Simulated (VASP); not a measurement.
Write the native input for VASP 6.6.1 that does the following.

```
Task                   : relaxation of cell and atoms
Functional             : PBE
Potentials or basis    : VASP PAW PBE potentials, release 64 (Be, As)
Cutoff                 : 600 eV
k mesh                 : 6 × 6 × 6
Occupations            : gaussian, width 0.1 eV
Spin                   : no spin polarisation
Dipole correction      : no
Further INCAR settings : ALGO = Normal; EDIFF = 1e-07; IBRION = 2; EDIFFG = -0.04; NSW = 90; ISIF = 3
```

The structure of BeAs lies in POSCAR:

```
BeAs
1.0
    0.0000000000      2.5120243446      2.5120243446
    2.5120243446      0.0000000000      2.5120243446
    2.5120243446      2.5120243446      0.0000000000
Be As
1 1
Direct
    0.0000000000      0.0000000000      0.0000000000
    0.7500000000      0.7500000000      0.7500000000
```

The input as run:

INCAR

```
SYSTEM = BeAs
ALGO = Normal
EDIFF = 1E-7
EDIFFG = -0.04
ENCUT = 600
GGA = PE
IBRION = 2
ISIF = 3
ISMEAR = 0
LASPH = .True.
LCHARG = .False.
LREAL = .False.
LWAVE = .False.
NELM = 80
NSW = 90
PREC = Accurate
SIGMA = 0.1
```

KPOINTS

```
k-points
0
Gamma
  6 6 6
  0 0 0
```

Potentials or basis: VASP PAW PBE potentials, release 64 (Be, As).

The run is started by

```sh
$ cat potpaw_PBE.64/Be/POTCAR potpaw_PBE.64/As/POTCAR > POTCAR
$ mpirun -np 1 vasp_std > vasp.out
```

It gave:

| Property | Result |
| --- | --- |
| Relaxed volume | 17.39 Å³/atom |
| Relaxed cell | a = 3.664 Å, b = 3.664 Å, c = 3.664 Å, α = 60.00°, β = 60.00°, γ = 60.00° |
| Space group after relaxing (to 0.05 Å) | F-43m (No. 216) |
| Energy gained by relaxing | 32.8 meV/atom |
| Ionic steps | 3 |
| Pressure after relaxing | 0.0 GPa |

Caveat: the k points lie up to 0.35 Å⁻¹ apart in the final cell.

Run time: 11 s on 1 thread of Intel(R) Xeon(R) Platinum 8375C CPU @ 2.90GHz (Ice Lake), on a shared host, peak memory 0.16 GiB.
